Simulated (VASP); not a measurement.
# TlAgS2 (P-4m2) in VASP: notebook, part 2 of 2

VASP 6.6.1. The steps go on from the part before.

## Step 3: Single point, PBE, collinear spin

This run uses another cell than the first one, of 30.85 Å³/atom.

INCAR reads:

```
PREC = Accurate
ENCUT = 520
EDIFF = 1E-7
ISMEAR = 0
SIGMA = 0.1
LREAL = F
LASPH = T
NELM = 150
ALGO = Normal
ISIF = 2
LWAVE = F
LCHARG = T
ISPIN = 2
MAGMOM = 0 1 0 0
LORBIT = 11
LMAXMIX = 4
GGA = PE
LELF = T
LVHAR = T
NBANDS = 30
```

KPOINTS reads:

```
regular mesh
0
Gamma
  4 4 4
```

POSCAR reads:

```
TlAgS2
1.0
    4.4352094300      0.0000000000      0.0000000000
    0.0000000000      4.4352094300      0.0000000000
    0.0000000000      0.0000000000      6.2723333200
Tl Ag S
1 1 2
Direct
    0.5000000000      0.5000000000      0.5000000000
    0.0000000000      0.0000000000      0.0000000000
    0.5000000000      0.0000000000      0.2500000000
    0.0000000000      0.5000000000      0.7500000000
```

Potentials or basis: VASP PAW PBE potentials, release 64 (Tl_d, Ag, S).

Started as:

```console
$ cat potpaw_PBE.64/Tl_d/POTCAR potpaw_PBE.64/Ag/POTCAR potpaw_PBE.64/S/POTCAR > POTCAR
$ mpirun -np 1 vasp_std > vasp.out
```

OUTCAR:

```text
PREC = Accurate
   ENCUT = 520
   EDIFF = 1E-7
   ISMEAR = 0
   LREAL = F
   LASPH = T
   NELM = 150
   ISIF = 2
   ISPIN = 2
   LORBIT = 11
   GGA = PE

 ion  position               nearest neighbor table
   1  0.500  0.500  0.500-   3 2.72   4 2.72   3 2.72   4 2.72
   2  0.000  0.000  0.000-   3 2.72   4 2.72   4 2.72   3 2.72
   3  0.500  0.000  0.250-   1 2.72   2 2.72   1 2.72   2 2.72
   4  0.000  0.500  0.750-   1 2.72   2 2.72   2 2.72   1 2.72

  LATTYP: Found a simple tetragonal cell.
 ALAT       =     4.4352094300
 C/A-ratio  =     1.4142135606

  Lattice vectors:

 A1 = (   4.4352094300,   0.0000000000,   0.0000000000)
 A2 = (   0.0000000000,   4.4352094300,   0.0000000000)
 A3 = (   0.0000000000,   0.0000000000,   6.2723333200)

Analysis of symmetry for initial positions (statically):
=====================================================================
 Subroutine PRICEL returns:
 Original cell was already a primitive cell.

 Routine SETGRP: Setting up the symmetry group for a
 simple tetragonal supercell.

 Subroutine GETGRP returns: Found  8 space group operations
 (whereof  8 operations were pure point group operations)
 out of a pool of 16 trial point group operations.

The static configuration has the point symmetry D_2d.

Analysis of symmetry for dynamics (positions and initial velocities):
=====================================================================
 Subroutine PRICEL returns:
 Original cell was already a primitive cell.

 Routine SETGRP: Setting up the symmetry group for a
 simple tetragonal supercell.

 Subroutine GETGRP returns: Found  8 space group operations
 (whereof  8 operations were pure point group operations)
 out of a pool of 16 trial point group operations.

The dynamic configuration has the point symmetry D_2d.

Analysis of structural, dynamic, and magnetic symmetry:
=====================================================================
 Subroutine PRICEL returns:
 Original cell was already a primitive cell.

 Routine SETGRP: Setting up the symmetry group for a
 simple tetragonal supercell.

 Subroutine GETGRP returns: Found  8 space group operations
 (whereof  8 operations were pure point group operations)
 out of a pool of 16 trial point group operations.

The overall configuration has the point symmetry D_2d.

 Subroutine INISYM returns: Found  8 space group operations
 (whereof  8 operations are pure point group operations),
 and found     1 'primitive' translations

----------------------------------------------------------------------------------------

                                     Primitive cell

  volume of cell :     123.3836

  direct lattice vectors                    reciprocal lattice vectors
     4.435209430  0.000000000  0.000000000     0.225468496  0.000000000  0.000000000
     0.000000000  4.435209430  0.000000000     0.000000000  0.225468496  0.000000000
     0.000000000  0.000000000  6.272333320     0.000000000  0.000000000  0.159430303

  length of vectors
     4.435209430  4.435209430  6.272333320     0.225468496  0.225468496  0.159430303

[... 74 lines left out ...]
   LASPH  =      T    aspherical Exc in radial PAW
   ENCUT  =  520.0 eV  38.22 Ry    6.18 a.u.   8.25  8.25 11.66*2*pi/ulx,y,z
   NELM   =    150;   NELMIN=  2; NELMDL= -5     # of ELM steps
   EDIFF  = 0.1E-06   stopping-criterion for ELM
   LREAL  =      F    real-space projection
   EDIFFG = 0.1E-05   stopping-criterion for IOM
   NSW    =      0    number of steps for IOM
   IBRION =     -1    ionic relax: 0-MD 1-quasi-New 2-CG
   NFREE  =      0    steps in history (QN), initial steepest desc. (CG)
   ISIF   =      2    stress and relaxation
   ISYM   =      2    0-nonsym 1-usesym 2-fastsym
   POTIM  = 0.5000    time-step for ionic-motion
   TEBEG  =    0.0;   TEEND  =   0.0 temperature during run
   PSTRESS=    0.0 pullay stress
   NELECT =      36.0000    total number of electrons
   NUPDOWN=      -1.0000    fix difference up-down
   EMIN   =  10.00;   EMAX   =-10.00  energy-range for DOS
   EFERMI =   0.00;   METHOD = LEGACY
   ISMEAR =     0;   SIGMA  =   0.10  broadening in eV -4-tet -1-fermi 0-gaus
   EFERMI_NEDOS =   21; number of points for ismear=-14 and -15
   IALGO  =     38    algorithm
   IMIX   =      4    mixing-type and parameters
     AMIX     =   0.40;   BMIX     =  1.00
     AMIX_MAG =   1.60;   BMIX_MAG =  1.00
  volume/ion in A,a.u.               =      30.85       208.16
  Fermi-wavevector in a.u.,A,eV,Ry     =   1.085817  2.051896 16.041242  1.178998
  Thomas-Fermi vector in A             =   2.221939
   LORBIT       =     11    0 simple, 1 ext, 2 COOP (PROOUT), +10 PAW based schemes
   GGA     = PE    functional components
   LHFCALC =     F    Hartree Fock is set to
   AEXX    =    0.0000 exact exchange contribution
   IVDW    =     0    specifies the selected vdW correction
   LEPSILON=     F    determine dielectric tensor
   LRPA    =     F    only Hartree local field effects (RPA)
 spin polarized calculation
 Gauss-broadening in eV      SIGMA  =   0.10
  energy-cutoff  :      520.00
  volume of cell :      123.38
 maximum number of plane-waves:      3352
 NGX is ok and might be reduce to    36
   NGX = 17   NGY = 17   NGZ = 23

 number of electron      36.0000008 magnetization      -0.0000716

 number of electron      36.0000008 magnetization       0.0000283

 Free energy of the ion-electron system (eV)
  ---------------------------------------------------
  ext. energy  EPLUGINS =         0.00000000
  ---------------------------------------------------
  free energy    TOTEN  =       -13.40970623 eV

  energy without entropy =      -13.40635195  energy(sigma->0) =      -13.40802909

 E-fermi :   2.0320     XC(G=0):  -8.2831

 val. band max:        2.0173492086   @ k =   0.0000   0.0000   0.0000
 cond. band min:       2.1514327499   @ k =   0.5000   0.0000   0.5000
 fundamental gap:      0.1340835413
 Fermi energy:         2.0320450991

 spin component 1

 k-point     1 :       0.0000    0.0000    0.0000
  band No.  band energies     occupation
      1     -10.1707      1.00000
      2     -10.0541      1.00000
      3      -8.8932      1.00000
      4      -8.8932      1.00000
      5      -8.8140      1.00000
      6      -8.7279      1.00000
[... 583 lines left out ...]
     29      13.4233      0.00000
     30      13.4237      0.00000
 Fermi energy:         2.0320450991

 spin component 2

 k-point     1 :       0.0000    0.0000    0.0000
  band No.  band energies     occupation
      1     -10.1707      1.00000
      2     -10.0541      1.00000
      3      -8.8932      1.00000
      4      -8.8932      1.00000
      5      -8.8140      1.00000
      6      -8.7279      1.00000
[... 583 lines left out ...]
     29      13.4233      0.00000
     30      13.4591      0.00000

------------------------ aborting loop because EDIFF is reached ----------------------------------------

  FORCE on cell =-STRESS in cart. coord.  units (eV):
  Direction    XX          YY          ZZ          XY          YZ          ZX
  --------------------------------------------------------------------------------------
  -------------------------------------------------------------------------------------
  Total       -3.7973155     -3.7973155     -3.5529856      0.0000000      0.0000000      0.0000000
  in kB      -49.3094177    -49.3094177    -46.1367109      0.0000000      0.0000000      0.0000000
  external PRESSURE =     -48.2518488 kB  Pullay stress =       0.0000000 kB

 VOLUME and BASIS-vectors are now :
 -----------------------------------------------------------------------------
  energy-cutoff  :      520.00
  volume of cell :      123.38
      direct lattice vectors                 reciprocal lattice vectors
     4.435209430  0.000000000  0.000000000     0.225468496  0.000000000  0.000000000
     0.000000000  4.435209430  0.000000000     0.000000000  0.225468496  0.000000000
     0.000000000  0.000000000  6.272333320     0.000000000  0.000000000  0.159430303

 POSITION                                       TOTAL-FORCE (eV/Angst)
 -----------------------------------------------------------------------------------
      2.21760      2.21760      3.13617        -0.000000      0.000000      0.000000
      0.00000      0.00000      0.00000        -0.000000     -0.000000      0.000000
      2.21760      0.00000      1.56808         0.000000     -0.000000     -0.097264
      0.00000      2.21760      4.70425        -0.000000     -0.000000      0.097264
 -----------------------------------------------------------------------------------
    total drift:                                0.000000      0.000000      0.000000

  FREE ENERGIE OF THE ION-ELECTRON SYSTEM (eV)
  ---------------------------------------------------
  free  energy   TOTEN  =       -13.4097062252 eV

  energy  without entropy=      -13.4063519454  energy(sigma->0) =      -13.40802909

 total charge

# of ion       s       p       d       tot
------------------------------------------
    1        0.988   0.413   9.700  11.101
    2        0.273   0.178   9.255   9.706
    3        1.354   2.258   0.000   3.612
    4        1.354   2.258   0.000   3.612
--------------------------------------------------
tot          3.969   5.107  18.955  28.031

 magnetization (x)

# of ion       s       p       d       tot
------------------------------------------
    1        0.000   0.000  -0.000   0.000
    2        0.000  -0.000   0.000   0.000
    3        0.000  -0.000   0.000  -0.000
    4        0.000  -0.000   0.000  -0.000
--------------------------------------------------
tot          0.000  -0.000   0.000   0.000
```

Run time: 71 s. Hardware: 1 thread of AMD EPYC 9R45 (Zen 5), shared host; peak memory 0.31 GiB.

Results:

```
Free energy                                           : -13.4097 eV
Pressure                                              : -4.8 GPa
Largest force                                         : 0.097 eV/Å
Band gap on the k mesh                                : zero (filled and empty bands touch)
Net moment                                            : 0.00 μB per cell
Valence electrons inside the program's atomic spheres : Tl 11.10; Ag 9.71; S 3.61
```

Forces on the atoms (eV/Å):
```
Tl   0.000  0.000  0.000
Ag   0.000  0.000  0.000
S    0.000  0.000 -0.097
S    0.000  0.000  0.097
```

Caveat: the cell stands under tension; spin-orbit coupling is left out, which moves the levels of the heavy elements.

## Step 4: Single point, PBE

This run uses another cell than the first one, of 26.46 Å³/atom.

INCAR reads:

```
SYSTEM = TlAgS2
ALGO = Normal ; EDIFF = 1E-6
ENCUT = 520 ; GGA = PE
ISIF = 2 ; ISMEAR = 0
LASPH = .TRUE. ; LCHARG = .FALSE.
LREAL = .FALSE. ; LWAVE = .FALSE.
NBANDS = 26 ; NELM = 60
PREC = Accurate ; SIGMA = 0.1
```

KPOINTS reads:

```
k-points
0
G
  12 12 8
  0 0 0
```

POSCAR reads:

```
TlAgS2
1.0
    4.2027026156      0.0000000000      0.0000000000
    0.0000000000      4.2027026156      0.0000000000
    0.0000000000      0.0000000000      5.9928355469
Tl Ag S
1 1 2
Direct
    0.5000000000      0.5000000000      0.5000000000
    0.0000000000      0.0000000000      0.0000000000
    0.5000000000      0.0000000000      0.2409172223
    0.0000000000      0.5000000000      0.7590827777
```

Potentials or basis: VASP PAW PBE potentials, release 64 (Tl_d, Ag, S).

Started as:

```console
$ cat potpaw_PBE.64/Tl_d/POTCAR potpaw_PBE.64/Ag/POTCAR potpaw_PBE.64/S/POTCAR > POTCAR
$ mpirun -np 1 vasp_std > vasp.out
```

OUTCAR:

```text
SYSTEM = TlAgS2
   EDIFF = 1E-6
   ENCUT = 520
   GGA = PE
   ISIF = 2
   ISMEAR = 0
   LASPH = .TRUE.
   LREAL = .FALSE.
   NELM = 60
   PREC = Accurate

 ion  position               nearest neighbor table
   1  0.500  0.500  0.500-   3 2.61   4 2.61   3 2.61   4 2.61
   2  0.000  0.000  0.000-   3 2.55   4 2.55   4 2.55   3 2.55
   3  0.500  0.000  0.241-   2 2.55   2 2.55   1 2.61   1 2.61
   4  0.000  0.500  0.759-   2 2.55   2 2.55   1 2.61   1 2.61

[... 897 lines left out ...]
  Direction    XX          YY          ZZ          XY          YZ          ZX
  --------------------------------------------------------------------------------------
  -------------------------------------------------------------------------------------
  Total       -0.0675535     -0.0675535     -0.0265674      0.0000000      0.0000000      0.0000000
  in kB       -1.0225132     -1.0225132     -0.4021327      0.0000000      0.0000000      0.0000000
  external PRESSURE =      -0.8157197 kB  Pullay stress =       0.0000000 kB

 VOLUME and BASIS-vectors are now :
 -----------------------------------------------------------------------------
  energy-cutoff  :      520.00
  volume of cell :      105.85
      direct lattice vectors                 reciprocal lattice vectors
     4.202702616  0.000000000  0.000000000     0.237942127  0.000000000  0.000000000
     0.000000000  4.202702616  0.000000000     0.000000000  0.237942127  0.000000000
     0.000000000  0.000000000  5.992835547     0.000000000  0.000000000  0.166865917

 POSITION                                       TOTAL-FORCE (eV/Angst)
 -----------------------------------------------------------------------------------
      2.10135      2.10135      2.99642        -0.000000     -0.000000      0.000000
      0.00000      0.00000      0.00000        -0.000000      0.000000      0.000000
      2.10135      0.00000      1.44378        -0.000000      0.000000      0.003471
      0.00000      2.10135      4.54906         0.000000      0.000000     -0.003471
 -----------------------------------------------------------------------------------
    total drift:                                0.000000      0.000000     -0.000000

  FREE ENERGIE OF THE ION-ELECTRON SYSTEM (eV)
  ---------------------------------------------------
  free  energy   TOTEN  =       -13.7450917828 eV

  energy  without entropy=      -13.7445898900  energy(sigma->0) =      -13.74484084
```

OSZICAR:

```text
N       E                     dE             d eps       ncg     rms          rms(c)
DAV:   1     0.202885706603E+03    0.20289E+03   -0.17219E+04  7424   0.123E+03
DAV:   2    -0.475190526722E+01   -0.20764E+03   -0.20123E+03  8486   0.268E+02
DAV:   3    -0.144127538065E+02   -0.96608E+01   -0.95729E+01  8514   0.546E+01
DAV:   4    -0.145396457625E+02   -0.12689E+00   -0.12674E+00  8406   0.681E+00
DAV:   5    -0.145420166415E+02   -0.23709E-02   -0.23707E-02  8692   0.938E-01    0.118E+01
DAV:   6    -0.137455349140E+02    0.79648E+00   -0.17537E+00  7558   0.145E+01    0.854E+00
DAV:   7    -0.137508785715E+02   -0.53437E-02   -0.80826E-01  7640   0.572E+00    0.411E+00
DAV:   8    -0.137440330361E+02    0.68455E-02   -0.36736E-02  7900   0.149E+00    0.942E-01
DAV:   9    -0.137445519057E+02   -0.51887E-03   -0.61548E-03  8448   0.442E-01    0.192E-01
DAV:  10    -0.137447910276E+02   -0.23912E-03   -0.27480E-04  8582   0.120E-01    0.116E-01
DAV:  11    -0.137450653194E+02   -0.27429E-03   -0.26226E-04  7528   0.904E-02    0.413E-02
DAV:  12    -0.137450908970E+02   -0.25578E-04   -0.36511E-05  8606   0.393E-02    0.913E-03
DAV:  13    -0.137450917828E+02   -0.88580E-06   -0.17571E-06  6522   0.870E-03
   1 F= -.13745092E+02 E0= -.13744841E+02  d E =-.501893E-03
```

It took 2.1 min on 1 thread of AMD EPYC 9R45 (Zen 5), shared host; peak memory 0.47 GiB.

Results:

* Free energy: -13.7451 eV
* Pressure: -0.1 GPa
* Largest force: 0.003 eV/Å
* Band gap on the k mesh: zero (filled and empty bands touch)

Forces on the atoms (eV/Å):
```
Tl   0.000  0.000  0.000
Ag   0.000  0.000  0.000
S    0.000  0.000  0.003
S    0.000  0.000 -0.003
```

Levels at points of the mesh, in eV from the Fermi level:
```tsv
k point	band 14	band 15	band 16	band 17	band 18	band 19	band 20	band 21	band 22	band 23
(0.00, 0.00, 0.00)	-2.58	-2.58	-0.65	-0.21	-0.05	-0.05	2.79	3.61	5.35	5.35
(0.50, 0.00, 0.00)	-3.00	-2.67	-1.70	-1.62	-0.44	1.13	4.44	4.73	5.36	5.73
(0.50, 0.50, 0.00)	-3.13	-2.75	-2.08	-2.08	-1.51	1.56	2.90	2.90	4.78	8.05
(0.00, 0.00, 0.50)	-2.15	-2.08	-2.08	-0.63	-0.63	1.14	2.57	4.43	4.56	6.14
(0.50, 0.00, 0.50)	-3.03	-1.70	-1.35	-0.66	-0.41	0.05	3.03	5.39	5.44	5.99
(0.50, 0.50, 0.50)	-2.74	-2.49	-2.49	-2.15	-1.81	1.87	4.46	4.46	5.89	6.51
```

Caveat: spin-orbit coupling is left out, which moves the levels of the heavy elements.

## Step 5: Summary

```tsv
spin	cell	k mesh	gap on the mesh (eV)	pressure (GPa)	moment (μB)	largest force (eV/Å)
collinear	a = 4.210, b = 4.210, c = 5.988 Å, 4 atoms, atomic positions A	4 × 4 × 4	none	-0.1	0.00	0.01
collinear	a = 4.435, b = 4.435, c = 6.272 Å, 4 atoms, atomic positions B	4 × 4 × 4	none	-4.8	0.00	0.10
off	a = 4.203, b = 4.203, c = 5.993 Å, 4 atoms, atomic positions A	12 × 12 × 8	none	-0.1	-	-
```

Alike in all rows: task single point; level PBE; potentials or basis VASP PAW PBE potentials, release 64 (Tl_d, Ag, S); cutoff (eV) 520; smearing gaussian 0.1 eV.

Caveats: some runs use coarse meshes; spin-orbit coupling is left out, which moves the levels of the heavy elements; the cell stands under tension (at least some runs).

Total energies depend on the potentials used, so only differences within one code and one set of settings carry meaning.
